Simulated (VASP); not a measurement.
# RbCl2 (P6_3mc) in VASP: single point with PBE

Aim: the single point of RbCl2 with PBE.

Program: VASP 6.6.1. These are calculated values, not measurements. Logs are shortened: lines on timing, memory, paths and dates and some standing lists are left out, and cuts for length are marked.

## (1) The cell of the first run

Symmetry: P6_3mc, No. 186, hexagonal system. The conventional cell has a = 5.236 Å, b = 5.236 Å, c = 9.353 Å, α = 90.00°, β = 90.00°, γ = 120.00°. Rb (site symmetry 3m) has 7 Cl at 3.20 to 3.46 Å within 4.2 Å. Cl (site symmetry 3m) has 3 Cl at 3.03 Å and 4 Rb at 3.20 to 3.36 Å within 4.0 Å. Within 4.0 Å of Cl (site symmetry 3m) lie 3 Cl at 3.03 Å and 3 Rb at 3.46 Å.

## (2) Single point, PBE

INCAR reads:

```
ALGO = Normal
EDIFF = 1E-7
ENCUT = 520
GGA = PE
ISIF = 2
ISMEAR = 0
LASPH = True
LCHARG = False
LREAL = False
LWAVE = False
NBANDS = 32
NELM = 100
PREC = Accurate
SIGMA = 0.1
```

KPOINTS reads:

```
k-points
0
Gamma
  6 6 2
```

POSCAR reads:

```
RbCl2
1.0
    5.2362570424      0.0000000000      0.0000000000
   -2.6181285212      4.5347316195      0.0000000000
    0.0000000000      0.0000000000      9.3527066130
Rb Cl
2 4
Direct
    0.3333333333      0.6666666667      0.4292485501
    0.6666666667      0.3333333333      0.9292485501
    0.3333333333      0.6666666667      0.0867047720
    0.6666666667      0.3333333333      0.5867047720
    0.0000000000      0.0000000000      0.1090466779
    0.0000000000      0.0000000000      0.6090466779
```

Potentials or basis: VASP PAW PBE potentials, release 64 (Rb_sv, Cl).

Started as:

```sh
$ cat potpaw_PBE.64/Rb_sv/POTCAR potpaw_PBE.64/Cl/POTCAR > POTCAR
$ mpirun -np 1 vasp_std > vasp.out
```

OUTCAR:

```text
EDIFF = 1E-7
   ENCUT = 520
   GGA = PE
   ISIF = 2
   ISMEAR = 0
   LASPH = True
   LREAL = False
   NELM = 100
   PREC = Accurate

 ion  position               nearest neighbor table
   1  0.333  0.667  0.429-   3 3.20   4 3.36   4 3.36   4 3.36   6 3.46   6 3.46   6 3.46   2 5.57
                             2 5.57   2 5.57   2 5.57   2 5.57   2 5.57
   2  0.667  0.333  0.929-   4 3.20   3 3.36   3 3.36   3 3.36   5 3.46   5 3.46   5 3.46   1 5.57
                             1 5.57   1 5.57   1 5.57   1 5.57   1 5.57
   3  0.333  0.667  0.087-   1 3.20   2 3.36   2 3.36   2 3.36
   4  0.667  0.333  0.587-   2 3.20   1 3.36   1 3.36   1 3.36
   5  0.000  0.000  0.109-   2 3.46   2 3.46   2 3.46
   6  0.000  0.000  0.609-   1 3.46   1 3.46   1 3.46

  LATTYP: Found a hexagonal cell.
 ALAT       =     5.2362570424
 C/A-ratio  =     1.7861435253

  Lattice vectors:

 A1 = (   5.2362570424,   0.0000000000,   0.0000000000)
 A2 = (  -2.6181285212,   4.5347316195,   0.0000000000)
 A3 = (   0.0000000000,   0.0000000000,   9.3527066130)

Analysis of symmetry for initial positions (statically):
=====================================================================
 Subroutine PRICEL returns:
 Original cell was already a primitive cell.

 Routine SETGRP: Setting up the symmetry group for a
 hexagonal supercell.

 Subroutine GETGRP returns: Found 12 space group operations
 (whereof  6 operations were pure point group operations)
 out of a pool of 24 trial point group operations.

The static configuration has the point symmetry C_3v.
 The point group associated with its full space group is C_6v.

Analysis of symmetry for dynamics (positions and initial velocities):
=====================================================================
 Subroutine PRICEL returns:
 Original cell was already a primitive cell.

 Routine SETGRP: Setting up the symmetry group for a
 hexagonal supercell.

 Subroutine GETGRP returns: Found 12 space group operations
 (whereof  6 operations were pure point group operations)
 out of a pool of 24 trial point group operations.

The dynamic configuration has the point symmetry C_3v.
 The point group associated with its full space group is C_6v.

 Subroutine INISYM returns: Found 12 space group operations
 (whereof  6 operations are pure point group operations),
 and found     1 'primitive' translations

----------------------------------------------------------------------------------------

                                     Primitive cell

  volume of cell :     222.0802

  direct lattice vectors                    reciprocal lattice vectors
     5.236257042  0.000000000  0.000000000     0.190976110  0.110260108  0.000000000
    -2.618128521  4.534731619  0.000000000     0.000000000  0.220520217  0.000000000
     0.000000000  0.000000000  9.352706613     0.000000000  0.000000000  0.106920920

  length of vectors
     5.236257042  5.236257042  9.352706613     0.220520217  0.220520217  0.106920920

  position of ions in fractional coordinates (direct lattice)
     0.333333333  0.666666667  0.429248550
     0.666666667  0.333333333  0.929248550
     0.333333333  0.666666667  0.086704772
     0.666666667  0.333333333  0.586704772
     0.000000000  0.000000000  0.109046678
     0.000000000  0.000000000  0.609046678

  ion indices of the primitive-cell ions
   primitive index   ion index
                 1           1
                 2           2
                 3           3
                 4           4
                 5           5
                 6           6

----------------------------------------------------------------------------------------

 KPOINTS: k-points

Automatic generation of k-mesh.
 Grid dimensions read from file:
 generate k-points for:    6    6    2

 Generating k-lattice:

  Cartesian coordinates                     Fractional coordinates (reciprocal lattice)
     0.031829352  0.018376685  0.000000000     0.166666667  0.000000000  0.000000000
     0.000000000  0.036753369  0.000000000     0.000000000  0.166666667  0.000000000
     0.000000000  0.000000000  0.053460460     0.000000000  0.000000000  0.500000000

  Length of vectors
     0.036753369  0.036753369  0.053460460

  Shift w.r.t. Gamma in fractional coordinates (k-lattice)
     0.000000000  0.000000000  0.000000000

 Subroutine IBZKPT returns following result:
 ===========================================

 Found     14 irreducible k-points:

 Following reciprocal coordinates:
            Coordinates               Weight
  0.000000  0.000000  0.000000      1.000000
  0.166667  0.000000  0.000000      6.000000
  0.333333  0.000000  0.000000      6.000000
  0.500000 -0.000000  0.000000      3.000000
  0.166667  0.166667  0.000000      6.000000
  0.333333  0.166667  0.000000     12.000000
  0.333333  0.333333  0.000000      2.000000
  0.000000  0.000000  0.500000      1.000000
  0.166667  0.000000  0.500000      6.000000
  0.333333  0.000000  0.500000      6.000000
  0.500000 -0.000000  0.500000      3.000000
  0.166667  0.166667  0.500000      6.000000
  0.333333  0.166667  0.500000     12.000000
  0.333333  0.333333  0.500000      2.000000
   k-points           NKPTS =     14   k-points in BZ     NKDIM =     14   number of bands    NBANDS=     32
   number of dos      NEDOS =    301   number of ions     NIONS =      6
   total plane-waves  NPLWV = 112000
   dimension x,y,z NGX =    40 NGY =   40 NGZ =   70
   dimension x,y,z NGXF=    80 NGYF=   80 NGZF=  140
   ions per type =               2   4
   NGX,Y,Z   is equivalent  to a cutoff of  12.70, 12.70, 12.44 a.u.
   NGXF,Y,Z  is equivalent  to a cutoff of  25.40, 25.40, 24.89 a.u.
 SYSTEM =  unknown system
   PREC   = accura    normal or accurate (medium, high low for compatibility)
   ISTART =      0    job   : 0-new  1-cont  2-samecut
   ICHARG =      2    charge: 1-file 2-atom 10-const
   ISPIN  =      1    spin polarized calculation?
   LNONCOLLINEAR =      F non collinear calculations
   LSORBIT =      F    spin-orbit coupling
   LASPH  =      T    aspherical Exc in radial PAW
   ENCUT  =  520.0 eV  38.22 Ry    6.18 a.u.   9.74  9.74 17.39*2*pi/ulx,y,z
   NELM   =    100;   NELMIN=  2; NELMDL= -5     # of ELM steps
   EDIFF  = 0.1E-06   stopping-criterion for ELM
   LREAL  =      F    real-space projection
   EDIFFG = 0.1E-05   stopping-criterion for IOM
   NSW    =      0    number of steps for IOM
   IBRION =     -1    ionic relax: 0-MD 1-quasi-New 2-CG
   NFREE  =      0    steps in history (QN), initial steepest desc. (CG)
   ISIF   =      2    stress and relaxation
   ISYM   =      2    0-nonsym 1-usesym 2-fastsym
   POTIM  = 0.5000    time-step for ionic-motion
   TEBEG  =    0.0;   TEEND  =   0.0 temperature during run
   PSTRESS=    0.0 pullay stress
   NELECT =      46.0000    total number of electrons
   NUPDOWN=      -1.0000    fix difference up-down
   EMIN   =  10.00;   EMAX   =-10.00  energy-range for DOS
   EFERMI =   0.00;   METHOD = LEGACY
   ISMEAR =     0;   SIGMA  =   0.10  broadening in eV -4-tet -1-fermi 0-gaus
   EFERMI_NEDOS =   21; number of points for ismear=-14 and -15
   IALGO  =     38    algorithm
   IMIX   =      4    mixing-type and parameters
     AMIX     =   0.40;   BMIX     =  1.00
     AMIX_MAG =   1.60;   BMIX_MAG =  1.00
  volume/ion in A,a.u.               =      37.01       249.78
  Fermi-wavevector in a.u.,A,eV,Ry     =   0.968629  1.830443 12.765561  0.938242
  Thomas-Fermi vector in A             =   2.098614
   LORBIT       =      0    0 simple, 1 ext, 2 COOP (PROOUT), +10 PAW based schemes
   GGA     = PE    functional components
   LHFCALC =     F    Hartree Fock is set to
   AEXX    =    0.0000 exact exchange contribution
   IVDW    =     0    specifies the selected vdW correction
   LEPSILON=     F    determine dielectric tensor
   LRPA    =     F    only Hartree local field effects (RPA)
 non-spin polarized calculation
 Gauss-broadening in eV      SIGMA  =   0.10
  energy-cutoff  :      520.00
  volume of cell :      222.08
 maximum number of plane-waves:      6046
 NGX is ok and might be reduce to    40
   NGX = 19   NGY = 19   NGZ = 35

 number of electron      46.0000000 magnetization

 Free energy of the ion-electron system (eV)
  ---------------------------------------------------
  ext. energy  EPLUGINS =         0.00000000
  ---------------------------------------------------
  free energy    TOTEN  =       -15.38895332 eV

  energy without entropy =      -15.35480525  energy(sigma->0) =      -15.37187929

 E-fermi :  -1.3003     XC(G=0):  -7.0109

 val. band max:       -1.3605358608   @ k =   0.3333   0.0000   0.0000
 cond. band min:      -1.2591032442   @ k =   0.5000  -0.0000   0.0000
 fundamental gap:      0.1014326166
 Fermi energy:        -1.3003282720

 k-point     1 :       0.0000    0.0000    0.0000
  band No.  band energies     occupation
      1     -26.1849      2.00000
      2     -26.1827      2.00000
      3     -15.1661      2.00000
      4     -15.1362      2.00000
      5     -14.0077      2.00000
      6     -14.0013      2.00000
[... 24 lines left out ...]
     31       6.5262      0.00000
     32       6.8243      0.00000

 k-point     2 :       0.1667    0.0000    0.0000
  band No.  band energies     occupation
      1     -26.1841      2.00000
      2     -26.1822      2.00000
      3     -15.1102      2.00000
      4     -15.0851      2.00000
      5     -14.0851      2.00000
      6     -14.0775      2.00000
[... 24 lines left out ...]
     31       6.8435      0.00000
     32       6.9972      0.00000
[... 383 lines left out ...]
     31       7.1222      0.00000
     32       7.1222      0.00000

 k-point    14 :       0.3333    0.3333    0.5000
  band No.  band energies     occupation
      1     -26.1811      2.00000
      2     -26.1811      2.00000
      3     -14.7197      2.00000
      4     -14.7197      2.00000
      5     -14.5455      2.00000
      6     -14.5455      2.00000
[... 24 lines left out ...]
     31       7.1907      0.00000
     32       7.1907      0.00000

------------------------ aborting loop because EDIFF is reached ----------------------------------------

  FORCE on cell =-STRESS in cart. coord.  units (eV):
  Direction    XX          YY          ZZ          XY          YZ          ZX
  --------------------------------------------------------------------------------------
  -------------------------------------------------------------------------------------
  Total        0.4346447      0.4346447      0.0881815     -0.0000000     -0.0000000      0.0000000
  in kB        3.1357044      3.1357044      0.6361770     -0.0000000     -0.0000000      0.0000000
  external PRESSURE =       2.3025286 kB  Pullay stress =       0.0000000 kB

 VOLUME and BASIS-vectors are now :
 -----------------------------------------------------------------------------
  energy-cutoff  :      520.00
  volume of cell :      222.08
      direct lattice vectors                 reciprocal lattice vectors
     5.236257042  0.000000000  0.000000000     0.190976110  0.110260108  0.000000000
    -2.618128521  4.534731619  0.000000000     0.000000000  0.220520217  0.000000000
     0.000000000  0.000000000  9.352706613     0.000000000  0.000000000  0.106920920

 POSITION                                       TOTAL-FORCE (eV/Angst)
 -----------------------------------------------------------------------------------
     -0.00000      3.02315      4.01464        -0.000000      0.000000      0.015467
      2.61813      1.51158      8.69099         0.000000     -0.000000      0.015467
     -0.00000      3.02315      0.81092        -0.000000      0.000000     -0.006890
      2.61813      1.51158      5.48728         0.000000     -0.000000     -0.006890
      0.00000      0.00000      1.01988         0.000000      0.000000     -0.008577
      0.00000      0.00000      5.69623        -0.000000     -0.000000     -0.008577
 -----------------------------------------------------------------------------------
    total drift:                                0.000000      0.000000     -0.000036

  FREE ENERGIE OF THE ION-ELECTRON SYSTEM (eV)
  ---------------------------------------------------
  free  energy   TOTEN  =       -15.3889533221 eV

  energy  without entropy=      -15.3548052549  energy(sigma->0) =      -15.37187929
```

It took 1.8 min on 1 thread of Intel Xeon Platinum 8259CL at 2.50GHz (Skylake/Cascade Lake), shared host; peak memory 0.35 GiB.

Results:

```
Free energy            : -15.3890 eV
Pressure               : 0.2 GPa
Largest force          : 0.015 eV/Å
Band gap on the k mesh : zero (band 23 reaches -1.00 eV, above the bottom of band 24 at -1.71 eV)
```

Forces on the atoms (eV/Å):
```
Rb   0.000  0.000  0.015
Rb   0.000  0.000  0.015
Cl   0.000  0.000 -0.007
Cl   0.000  0.000 -0.007
Cl   0.000  0.000 -0.009
Cl   0.000  0.000 -0.009
```

Levels at points of the mesh, in eV from the Fermi level:
```
           k point  band 22  band 23  band 24  band 25  band 26  band 27
(0.00, 0.00, 0.00)    -0.43    -0.40    -0.40     4.47     6.45     7.64
(0.50, 0.00, 0.00)    -0.60     0.04     0.05     6.25     6.25     6.55
(0.00, 0.00, 0.50)    -0.41    -0.41    -0.41     5.35     5.35     7.82
(0.50, 0.00, 0.50)    -0.62     0.05     0.05     6.42     6.42     7.02
```
